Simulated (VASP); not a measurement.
# BAs (F-43m) in VASP: notebook, part 2 of 2

VASP 6.6.1. Earlier steps stand in the parts before.

### Step 3. Single point, LDA

Contents of INCAR:

```
SYSTEM = BAs
  ALGO = Normal
  EDIFF = 1E-6
  ENCUT = 520
  ISIF = 2
  ISMEAR = 0
  LASPH = .True.
  LCHARG = .False.
  LREAL = .False.
  LWAVE = .False.
  NBANDS = 11
  NELM = 80
  PREC = Accurate
  SIGMA = 0.01
```

Contents of KPOINTS:

```
k-points
0
Gamma
  10 10 10
  0 0 0
```

Contents of POSCAR:

```
BAs
1.0
    0.0000000000      2.3918677353      2.3918677353
    2.3918677353      0.0000000000      2.3918677353
    2.3918677353      2.3918677353      0.0000000000
B As
1 1
Direct
    0.0000000000      0.0000000000      0.0000000000
    0.2500000000      0.2500000000      0.2500000000
```

Potentials or basis: VASP PAW LDA potentials, release 64 (B, As).

On the command line:

```
$ cat potpaw_LDA.64/B/POTCAR potpaw_LDA.64/As/POTCAR > POTCAR
$ mpirun -np 1 vasp_std > vasp.out
```

OUTCAR:

```text
SYSTEM = BAs
   EDIFF = 1E-6
   ENCUT = 520
   ISIF = 2
   ISMEAR = 0
   LASPH = .True.
   LREAL = .False.
   NELM = 80
   PREC = Accurate

 ion  position               nearest neighbor table
   1  0.000  0.000  0.000-   2 2.07   2 2.07   2 2.07   2 2.07
   2  0.250  0.250  0.250-   1 2.07   1 2.07   1 2.07   1 2.07

  LATTYP: Found a face centered cubic cell.
 ALAT       =     4.7837354706

  Lattice vectors:

 A1 = (   0.0000000000,   2.3918677353,   2.3918677353)
 A2 = (   2.3918677353,   0.0000000000,   2.3918677353)
 A3 = (   2.3918677353,   2.3918677353,   0.0000000000)

Analysis of symmetry for initial positions (statically):
=====================================================================
 Subroutine PRICEL returns:
 Original cell was already a primitive cell.

 Routine SETGRP: Setting up the symmetry group for a
 face centered cubic supercell.

 Subroutine GETGRP returns: Found 24 space group operations
 (whereof 24 operations were pure point group operations)
 out of a pool of 48 trial point group operations.

The static configuration has the point symmetry T_d .

Analysis of symmetry for dynamics (positions and initial velocities):
=====================================================================
 Subroutine PRICEL returns:
 Original cell was already a primitive cell.

 Routine SETGRP: Setting up the symmetry group for a
 face centered cubic supercell.

 Subroutine GETGRP returns: Found 24 space group operations
 (whereof 24 operations were pure point group operations)
 out of a pool of 48 trial point group operations.

The dynamic configuration has the point symmetry T_d .

 Subroutine INISYM returns: Found 24 space group operations
 (whereof 24 operations are pure point group operations),
 and found     1 'primitive' translations

----------------------------------------------------------------------------------------

                                     Primitive cell

  volume of cell :      27.3679

  direct lattice vectors                    reciprocal lattice vectors
     0.000000000  2.391867735  2.391867735    -0.209041659  0.209041659  0.209041659
     2.391867735  0.000000000  2.391867735     0.209041659 -0.209041659  0.209041659
     2.391867735  2.391867735  0.000000000     0.209041659  0.209041659 -0.209041659

  length of vectors
     3.382611791  3.382611791  3.382611791     0.362070775  0.362070775  0.362070775

  position of ions in fractional coordinates (direct lattice)
     0.000000000  0.000000000  0.000000000
     0.250000000  0.250000000  0.250000000

  ion indices of the primitive-cell ions
   primitive index   ion index
                 1           1
                 2           2

----------------------------------------------------------------------------------------

 KPOINTS: k-points

Automatic generation of k-mesh.
 Grid dimensions read from file:
 generate k-points for:   10   10   10

 Generating k-lattice:

  Cartesian coordinates                     Fractional coordinates (reciprocal lattice)
    -0.020904166  0.020904166  0.020904166     0.100000000  0.000000000  0.000000000
     0.020904166 -0.020904166  0.020904166     0.000000000  0.100000000  0.000000000
     0.020904166  0.020904166 -0.020904166     0.000000000  0.000000000  0.100000000

  Length of vectors
     0.036207077  0.036207077  0.036207077

  Shift w.r.t. Gamma in fractional coordinates (k-lattice)
     0.000000000  0.000000000  0.000000000

 Subroutine IBZKPT returns following result:
 ===========================================

 Found     47 irreducible k-points:

 Following reciprocal coordinates:
            Coordinates               Weight
  0.000000  0.000000  0.000000      1.000000
  0.100000  0.000000  0.000000      8.000000
  0.200000  0.000000  0.000000      8.000000
  0.300000  0.000000  0.000000      8.000000
  0.400000  0.000000  0.000000      8.000000
  0.500000  0.000000  0.000000      4.000000
[... 16 lines left out ...]
  0.300000  0.300000  0.000000      6.000000
  0.400000  0.300000  0.000000     24.000000
 [... further k-points ...]
   k-points           NKPTS =     47   k-points in BZ     NKDIM =     47   number of bands    NBANDS=     11
   number of dos      NEDOS =    301   number of ions     NIONS =      2
   total plane-waves  NPLWV =  21952
   dimension x,y,z NGX =    28 NGY =   28 NGZ =   28
   dimension x,y,z NGXF=    56 NGYF=   56 NGZF=   56
   ions per type =               1   1
   NGX,Y,Z   is equivalent  to a cutoff of  13.76, 13.76, 13.76 a.u.
   NGXF,Y,Z  is equivalent  to a cutoff of  27.52, 27.52, 27.52 a.u.
 SYSTEM =  BAs
   PREC   = accura    normal or accurate (medium, high low for compatibility)
   ISTART =      0    job   : 0-new  1-cont  2-samecut
   ICHARG =      2    charge: 1-file 2-atom 10-const
   ISPIN  =      1    spin polarized calculation?
   LNONCOLLINEAR =      F non collinear calculations
   LSORBIT =      F    spin-orbit coupling
   LASPH  =      T    aspherical Exc in radial PAW
   ENCUT  =  520.0 eV  38.22 Ry    6.18 a.u.   6.29  6.29  6.29*2*pi/ulx,y,z
   NELM   =     80;   NELMIN=  2; NELMDL= -5     # of ELM steps
   EDIFF  = 0.1E-05   stopping-criterion for ELM
   LREAL  =      F    real-space projection
   EDIFFG = 0.1E-04   stopping-criterion for IOM
   NSW    =      0    number of steps for IOM
   IBRION =     -1    ionic relax: 0-MD 1-quasi-New 2-CG
   NFREE  =      0    steps in history (QN), initial steepest desc. (CG)
   ISIF   =      2    stress and relaxation
   ISYM   =      2    0-nonsym 1-usesym 2-fastsym
   POTIM  = 0.5000    time-step for ionic-motion
   TEBEG  =    0.0;   TEEND  =   0.0 temperature during run
   PSTRESS=    0.0 pullay stress
   NELECT =       8.0000    total number of electrons
   NUPDOWN=      -1.0000    fix difference up-down
   EMIN   =  10.00;   EMAX   =-10.00  energy-range for DOS
   EFERMI =   0.00;   METHOD = LEGACY
   ISMEAR =     0;   SIGMA  =   0.01  broadening in eV -4-tet -1-fermi 0-gaus
   EFERMI_NEDOS =   21; number of points for ismear=-14 and -15
   IALGO  =     38    algorithm
   IMIX   =      4    mixing-type and parameters
     AMIX     =   0.40;   BMIX     =  1.00
     AMIX_MAG =   1.60;   BMIX_MAG =  1.00
  volume/ion in A,a.u.               =      13.68        92.34
  Fermi-wavevector in a.u.,A,eV,Ry     =   1.086486  2.053162 16.061037  1.180453
  Thomas-Fermi vector in A             =   2.222624
   LORBIT       =      0    0 simple, 1 ext, 2 COOP (PROOUT), +10 PAW based schemes
   GGA     = CA    functional components
   LHFCALC =     F    Hartree Fock is set to
   AEXX    =    0.0000 exact exchange contribution
   IVDW    =     0    specifies the selected vdW correction
   LEPSILON=     F    determine dielectric tensor
   LRPA    =     F    only Hartree local field effects (RPA)
 non-spin polarized calculation
 Gauss-broadening in eV      SIGMA  =   0.01
  energy-cutoff  :      520.00
  volume of cell :       27.37
 maximum number of plane-waves:       754
 NGX is ok and might be reduce to    28
   NGX = 13   NGY = 13   NGZ = 13

 number of electron       8.0000000 magnetization

 Free energy of the ion-electron system (eV)
  ---------------------------------------------------
  ext. energy  EPLUGINS =         0.00000000
  ---------------------------------------------------
  free energy    TOTEN  =       -12.91848826 eV

  energy without entropy =      -12.91848826  energy(sigma->0) =      -12.91848826

 E-fermi :   6.2208     XC(G=0): -10.7664

 val. band max:        6.1092789158   @ k =   0.0000   0.0000   0.0000
 cond. band min:       7.2350460770   @ k =   0.4000   0.4000   0.0000
 fundamental gap:      1.1257671612
 Fermi energy:         6.2207959678

 k-point     1 :       0.0000    0.0000    0.0000
  band No.  band energies     occupation
      1      -9.2291      2.00000
      2       6.1093      2.00000
      3       6.1093      2.00000
      4       6.1093      2.00000
      5       9.3531      0.00000
      6       9.3531      0.00000
      7       9.3531      0.00000
      8      10.7480      0.00000
      9      15.4446      0.00000
     10      19.1244      0.00000
     11      19.1244      0.00000
[... 309 lines left out ...]
 k-point    24 :       0.4000    0.3000    0.0000
  band No.  band energies     occupation
      1      -6.6118      2.00000
      2      -0.2771      2.00000
      3       2.1507      2.00000
      4       2.6421      2.00000
      5       7.7562      0.00000
      6       9.4422      0.00000
      7      14.8357      0.00000
      8      15.0699      0.00000
      9      17.9674      0.00000
     10      21.6848      0.00000
     11      21.9859      0.00000

 [... further k-points ...]
[... 5 lines left out ...]
  --------------------------------------------------------------------------------------
  -------------------------------------------------------------------------------------
  Total       -0.6236712     -0.6236712     -0.6236712      0.0000000      0.0000000     -0.0000000
  in kB      -36.5110919    -36.5110919    -36.5110919      0.0000000      0.0000000     -0.0000000
  external PRESSURE =     -36.5110919 kB  Pullay stress =       0.0000000 kB

 VOLUME and BASIS-vectors are now :
 -----------------------------------------------------------------------------
  energy-cutoff  :      520.00
  volume of cell :       27.37
      direct lattice vectors                 reciprocal lattice vectors
     0.000000000  2.391867735  2.391867735    -0.209041659  0.209041659  0.209041659
     2.391867735  0.000000000  2.391867735     0.209041659 -0.209041659  0.209041659
     2.391867735  2.391867735  0.000000000     0.209041659  0.209041659 -0.209041659

 POSITION                                       TOTAL-FORCE (eV/Angst)
 -----------------------------------------------------------------------------------
      0.00000      0.00000      0.00000         0.000000      0.000000      0.000000
      1.19593      1.19593      1.19593        -0.000000     -0.000000     -0.000000
 -----------------------------------------------------------------------------------
    total drift:                               -0.000000     -0.000000     -0.000000

  FREE ENERGIE OF THE ION-ELECTRON SYSTEM (eV)
  ---------------------------------------------------
  free  energy   TOTEN  =       -12.9184882579 eV

  energy  without entropy=      -12.9184882579  energy(sigma->0) =      -12.91848826
```

OSZICAR:

```text
N       E                     dE             d eps       ncg     rms          rms(c)
DAV:   1     0.112519796980E+02    0.11252E+02   -0.37700E+03  1034   0.632E+02
DAV:   2    -0.129375155417E+02   -0.24189E+02   -0.23241E+02  1407   0.107E+02
DAV:   3    -0.136305435990E+02   -0.69303E+00   -0.69179E+00  1287   0.167E+01
DAV:   4    -0.136323729846E+02   -0.18294E-02   -0.18293E-02  1147   0.995E-01
DAV:   5    -0.136323761955E+02   -0.32109E-05   -0.32109E-05  1234   0.440E-02    0.498E+00
DAV:   6    -0.130097552948E+02    0.62262E+00   -0.16727E+00  1100   0.517E+00    0.235E+00
DAV:   7    -0.129315402133E+02    0.78215E-01   -0.18857E-01  1202   0.217E+00    0.889E-01
DAV:   8    -0.129184570333E+02    0.13083E-01   -0.23065E-02  1163   0.798E-01    0.972E-02
DAV:   9    -0.129184806687E+02   -0.23635E-04   -0.77415E-04  1160   0.169E-01    0.563E-02
DAV:  10    -0.129184869119E+02   -0.62432E-05   -0.76817E-05  1103   0.497E-02    0.125E-02
DAV:  11    -0.129184883997E+02   -0.14878E-05   -0.17924E-06  1232   0.847E-03    0.117E-02
DAV:  12    -0.129184882579E+02    0.14189E-06   -0.81449E-07   550   0.377E-03
   1 F= -.12918488E+02 E0= -.12918488E+02  d E =-.165737E-58
```

stdout:

```text
POSCAR found type information on POSCAR B As
 POSCAR found :  2 types and       2 ions
 scaLAPACK will be used
 LDA part: xc-table for (Slater(with rela. corr.)+CA(PZ))
 , standard interpolation
 POSCAR, INCAR and KPOINTS ok, starting setup
 FFT: planning ... GRIDC
 FFT: planning ... GRID_SOFT
 FFT: planning ... GRID
 WAVECAR not read
 entering main loop
```

It took 18 s on 1 thread of Intel Xeon Platinum 8259CL at 2.50GHz (Skylake/Cascade Lake), shared host; peak memory 0.14 GiB.

Results:

- Free energy: -12.9185 eV
- Pressure: -3.7 GPa
- Band gap on the k mesh: 1.13 eV, indirect (least direct gap 3.24 eV)

Levels at points of the mesh, in eV from the valence-band top:
```
           k point  band 1  band 2  band 3  band 4  band 5  band 6  band 7  band 8
(0.00, 0.00, 0.00)  -15.34    0.00    0.00    0.00    3.24    3.24    3.24    4.64
(0.50, 0.00, 0.00)  -12.50   -8.72   -1.81   -1.81    2.67    4.74    4.74    8.68
(0.50, 0.50, 0.00)  -11.22   -8.40   -4.06   -4.06    1.34    1.42   11.19   11.19
```

### Step 4. Single point, r2SCAN

POSCAR is that of step 3.

Contents of INCAR.step1:

```
PREC = Accurate
ENCUT = 520
ISMEAR = -1
SIGMA = 0.02
LREAL = False
LASPH = True
NELM = 80
NBANDS = 11
GGA = PE
ALGO = Normal
EDIFF = 1E-4
LWAVE = True
LCHARG = False
```

Contents of INCAR.step2:

```
PREC = Accurate
ENCUT = 520
EDIFF = 1E-6
ISMEAR = -1
SIGMA = 0.02
LREAL = False
LASPH = True
NELM = 80
ALGO = Normal
ISIF = 2
LWAVE = False
LCHARG = True
METAGGA = R2SCAN
LMIXTAU = True
LELF = True
LVHAR = True
NBANDS = 11
ISTART = 1
```

Contents of KPOINTS:

```
Automatic mesh
0
Gamma
  8 8 8
```

Potentials or basis: VASP PAW PBE potentials, release 64 (B, As).

On the command line:

```
$ cat potpaw_PBE.64/B/POTCAR potpaw_PBE.64/As/POTCAR > POTCAR
$ cp INCAR.step1 INCAR
$ mpirun -np 1 vasp_std > vasp.out
$ cp INCAR.step2 INCAR
$ mpirun -np 1 vasp_std > vasp.out
```

It took 76 s on 1 thread of Intel Xeon Platinum 8259CL at 2.50GHz (Skylake/Cascade Lake), shared host; peak memory 0.16 GiB.

It converged, with:

```yaml
Free_energy: -22.2540 eV
Pressure: 0.3 GPa
Band_gap_on_the_k_mesh: 1.39 eV, indirect (least direct gap 3.44 eV)
```

Levels at points of the mesh, in eV from the valence-band top:
```csv
k point,band 1,band 2,band 3,band 4,band 5,band 6,band 7,band 8,band 9
"(0.00, 0.00, 0.00)",-16.12,0.00,0.00,0.00,3.44,3.44,3.44,5.10,10.36
"(0.50, 0.00, 0.00)",-13.11,-9.21,-1.93,-1.93,2.95,5.05,5.05,9.57,13.61
"(0.50, 0.50, 0.00)",-11.68,-9.04,-4.29,-4.29,1.62,1.70,12.12,12.12,13.84
```

Caveat: the PAW data sets were made with another functional, which shifts forces and pressure a little.

### Step 5. Single point, r2SCAN

POSCAR is that of step 4.

Contents of INCAR.step1:

```
ALGO = Normal
EDIFF = 1E-4
ENCUT = 520
GGA = PE
ISMEAR = 0
LASPH = T
LCHARG = F
LREAL = F
LWAVE = T
NBANDS = 11
NELM = 60
PREC = Accurate
SIGMA = 0.01
```

Contents of INCAR.step2:

```
ALGO = Normal
EDIFF = 1E-7
ENCUT = 520
ISIF = 2
ISMEAR = 0
ISTART = 1
LASPH = T
LCHARG = F
LMIXTAU = T
LREAL = F
LWAVE = F
METAGGA = R2SCAN
NBANDS = 11
NELM = 60
PREC = Accurate
SIGMA = 0.01
```

Contents of KPOINTS:

```
k-points
0
Gamma
  10 10 10
```

On the command line:

```
$ cat potpaw_PBE.64/B/POTCAR potpaw_PBE.64/As/POTCAR > POTCAR
$ cp INCAR.step1 INCAR
$ mpirun -np 1 vasp_std > vasp.out
$ cp INCAR.step2 INCAR
$ mpirun -np 1 vasp_std > vasp.out
```

It took 2 min on 1 thread of Intel Xeon Platinum 8259CL at 2.50GHz (Skylake/Cascade Lake), shared host; peak memory 0.17 GiB.

It converged, with:

```yaml
Free_energy: -22.2561 eV
Pressure: 0.3 GPa
Band_gap_on_the_k_mesh: 1.37 eV, indirect (least direct gap 3.44 eV)
```

Levels at points of the mesh, in eV from the valence-band top:
```tsv
k point	band 1	band 2	band 3	band 4	band 5	band 6	band 7	band 8	band 9
(0.00, 0.00, 0.00)	-16.12	0.00	0.00	0.00	3.44	3.44	3.44	5.10	10.36
(0.50, 0.00, 0.00)	-13.11	-9.21	-1.93	-1.93	2.95	5.05	5.05	9.57	13.61
(0.50, 0.50, 0.00)	-11.68	-9.04	-4.29	-4.29	1.62	1.70	12.12	12.12	13.84
```

Caveat: the PAW data sets were made with another functional, which shifts forces and pressure a little. r2SCAN opens gaps a little over a GGA but as a rule still falls short of measured ones.

### Step 6. Summary

```tsv
level	potentials or basis	k mesh	smearing	gap on the mesh (eV)	pressure (GPa)
PBE	VASP PAW PBE potentials, release 64 (B, As)	10 × 10 × 10	fermi-dirac 0.02 eV	1.18	2.8
LDA	VASP PAW LDA potentials, release 64 (B, As)	10 × 10 × 10	gaussian 0.01 eV	1.13	-3.7
r2SCAN	VASP PAW PBE potentials, release 64 (B, As)	8 × 8 × 8	fermi-dirac 0.02 eV	1.39	0.3
r2SCAN	VASP PAW PBE potentials, release 64 (B, As)	10 × 10 × 10	gaussian 0.01 eV	1.37	0.3
```

Alike in all rows: task single point; no spin polarisation; cell as given; cutoff (eV) 520.

Caveats: the PAW data sets were made with another functional, which shifts forces and pressure a little (some runs).

Absolute energies hang on the potentials; compare differences alone.
